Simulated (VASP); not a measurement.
Runs of VASP 6.6.1 on Mg2ZnS3. The structure is that of space group P4/mmm (No. 123), or close to it. The cells are those of the table. 

```tsv
task	cell	k mesh	cutoff (eV)	gap on the mesh (eV)	pressure (GPa)	largest force (eV/Å)
single point	a = 3.573, b = 3.573, c = 10.553 Å, 6 atoms	4 × 4 × 2	520	none	0.0	(b)
single point	a = 3.573, b = 3.573, c = 10.553 Å, 6 atoms	6 × 6 × 2	520	none	-0.1	(a)
relaxation of cell and atoms	relaxed from a = 4.021, b = 4.021, c = 8.781 Å, 6 atoms	4 × 4 × 2	600	none	-0.1	0.04
single point	a = 4.021, b = 4.021, c = 8.781 Å, 6 atoms	4 × 4 × 2	520	none	30.5	28.51
```

Alike in all rows: level PBE; potentials or basis VASP PAW PBE potentials, release 64 (Mg, Zn, S); no spin polarisation; smearing gaussian 0.1 eV.

**Question.** Fill in the values left out.

**Answer.** (a) 0.07; (b) 0.03.

Caveats: some runs use coarse meshes; forces of over 1 eV/Å act on the atoms, so gaps and moduli don't describe the material at rest (some runs).

A gap of «none» marks levels without a gap at the run's occupations.
